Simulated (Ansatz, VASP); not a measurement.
Ti3Se: VASP beside Ansatz

INCAR

```
SYSTEM = Ti3Se
PREC = Accurate
ENCUT = 520
EDIFF = 1E-7
ISMEAR = 0
SIGMA = 0.1
LREAL = .False.
LASPH = .True.
NELM = 150
ALGO = Normal
ISIF = 2
LWAVE = .False.
LCHARG = .False.
ISPIN = 2
MAGMOM = 1 1 1 0
LORBIT = 11
LMAXMIX = 4
GGA = PE
NBANDS = 33
```

File KPOINTS:

```
regular mesh
0
Gamma
  4 4 4
  0 0 0
```

The input POSCAR:

```
Ti3Se
1.0
    4.1132981672      0.0000000000      0.0000000000
    0.0000000000      4.1132981672      0.0000000000
    0.0000000000      0.0000000000      4.1132981672
Ti Se
3 1
Direct
    0.0000000000      0.5000000000      0.5000000000
    0.5000000000      0.0000000000      0.5000000000
    0.5000000000      0.5000000000      0.0000000000
    0.0000000000      0.0000000000      0.0000000000
```

Input for Ansatz:

```yaml
crystal:
  lattice:
    - [4.1132981672, 0.0, 0.0]
    - [0.0, 4.1132981672, 0.0]
    - [0.0, 0.0, 4.1132981672]
  atoms:
    - { symbol: Ti, position: [0.0, 0.5, 0.5], spin: 1.0 }
    - { symbol: Ti, position: [0.5, 0.0, 0.5], spin: 1.0 }
    - { symbol: Ti, position: [0.5, 0.5, 0.0], spin: 1.0 }
    - { symbol: Se, position: [0.0, 0.0, 0.0] }
basis:
  ecutwfc: 420
kpoints:
  mp_grid: { grid: [4, 4, 4] }
hamiltonian:
  xc: pbe
scf:
  occupations: { method: gaussian, width: 0.1 }
  lower_state_search: "off"
output:
  forces: true
  stress: true
  eigenvalues: true
  populations: true
magnetization:
  spin_polarized: true
```

Alike in both runs: task single point; functional PBE; k mesh 4 × 4 × 4; occupations gaussian, width 0.1 eV; collinear spin.

|  | VASP | Ansatz |
| --- | --- | --- |
| version | VASP 6.6.1 | Ansatz 0.2.0 |
| potentials or method | VASP PAW PBE potentials, release 64 (Ti_sv, Se), cutoff 520 eV | scalar-relativistic, plane waves, PAW |
| valence electrons in the cell | 42 | 52 |

```csv
,VASP,Ansatz,Ansatz less VASP
gap on the k mesh at the Fermi level (eV),none,none,-
pressure (GPa),-8.8,-8.8,+0.02
net moment per atom (μB),0.00,0.00,0.000
```

A gap of «none» marks a metal or a gap that the smearing closes. VASP's potentials hold 42 valence electrons a cell and Ansatz's 52, so a difference there can come from the potentials and not from the codes. Ansatz's warnings: seeded moment not kept.

The k mesh is coarse, so the values compare programs but aren't converged.
